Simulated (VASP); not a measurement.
A run of VASP 6.6.1 is set up as follows.

File INCAR:

```
PREC = Accurate
ENCUT = 520
EDIFF = 1E-6
ISMEAR = -1
SIGMA = 0.1
LREAL = False
LASPH = True
NELM = 100
ALGO = Normal
ISIF = 2
LWAVE = False
LCHARG = False
GGA = PE
NBANDS = 8
```

File KPOINTS:

```
regular mesh
0
Gamma
  16 16 15
```

Contents of POSCAR:

```
Li
1.0
    2.6870326037      0.0000000000      0.0000000000
   -1.3435163018      2.3270384956      0.0000000000
    0.0000000000      0.0000000000      2.4660531670
Li
1
Direct
    0.0000000000      0.0000000000      0.0000000000
```

Potentials or basis: VASP PAW PBE potentials, release 64 (Li_sv).

Launch:

```bash
$ cat potpaw_PBE.64/Li_sv/POTCAR > POTCAR
$ mpirun -np 1 vasp_std > vasp.out
```

Problem. Estimate the band gap on the k mesh.

Solution. Zero (an odd number of electrons rules out a gap without spin polarisation).
